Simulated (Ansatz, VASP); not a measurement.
## Two plane-wave programs on TiO

Contents of INCAR:

```
SYSTEM = TiO
PREC = Accurate ; ENCUT = 520
EDIFF = 1E-6 ; ISMEAR = 1
SIGMA = 0.5 ; LREAL = .FALSE.
LASPH = .TRUE. ; NELM = 80
ALGO = Normal ; ISIF = 2
LWAVE = .FALSE. ; LCHARG = .FALSE.
GGA = PS ; NBANDS = 16
```

KPOINTS

```
regular mesh
0
G
  18 18 14
  0 0 0
```

Contents of POSCAR:

```
TiO
1.0
    3.0309987015      0.0000000000      0.0000000000
   -1.5154993507      2.6249218743      0.0000000000
    0.0000000000      0.0000000000      3.2377000000
Ti O
1 1
Direct
    0.6666666667      0.3333333333      0.0000000000
    0.0000000000      0.0000000000      0.5000000000
```

Input for Ansatz:

```yaml
crystal:
  lattice:
    - [3.0309987015, 0.0, 0.0]
    - [-1.5154993507, 2.6249218743, 0.0]
    - [0.0, 0.0, 3.2377]
  atoms:
    - { symbol: Ti, position: [0.6666666667, 0.3333333333, 0.0] }
    - { symbol: O, position: [0.0, 0.0, 0.5] }
basis:
  ecutwfc: 420
kpoints:
  mp_grid: { grid: [18, 18, 14] }
hamiltonian:
  xc: pbesol
scf:
  occupations: { method: cold, width: 0.5 }
output:
  forces: true
  stress: true
  eigenvalues: true
```

Alike in both runs: task single point; functional PBEsol; k mesh 18 × 18 × 14; no spin polarisation.

|  | VASP | Ansatz |
| --- | --- | --- |
| version | VASP 6.6.1 | Ansatz 0.2.0 |
| potentials or method | VASP PAW PBE potentials, release 64 (Ti_sv, O), cutoff 520 eV | scalar-relativistic, plane waves, PAW |
| occupations | methfessel-paxton of order 1, width 0.5 eV | cold, width 0.5 eV |
| valence electrons in the cell | 18 | 18 |

|  | VASP | Ansatz | Ansatz less VASP |
| --- | --- | --- | --- |
| gap on the k mesh at the Fermi level (eV) | none | none | - |
| pressure (GPa) | -40.7 | -40.7 | +0.07 |
| traceless stress, the component that is largest in VASP (GPa) | -13.11 | -13.06 | +0.044 |

VASP's potentials were made for PBE, not for PBEsol. A gap of «none» marks a metal or a gap that the smearing closes. Both programs put the cell under strong tension, so it lies far from rest at this level.

Noted on VASP's run: the cell as given lies far from equilibrium.
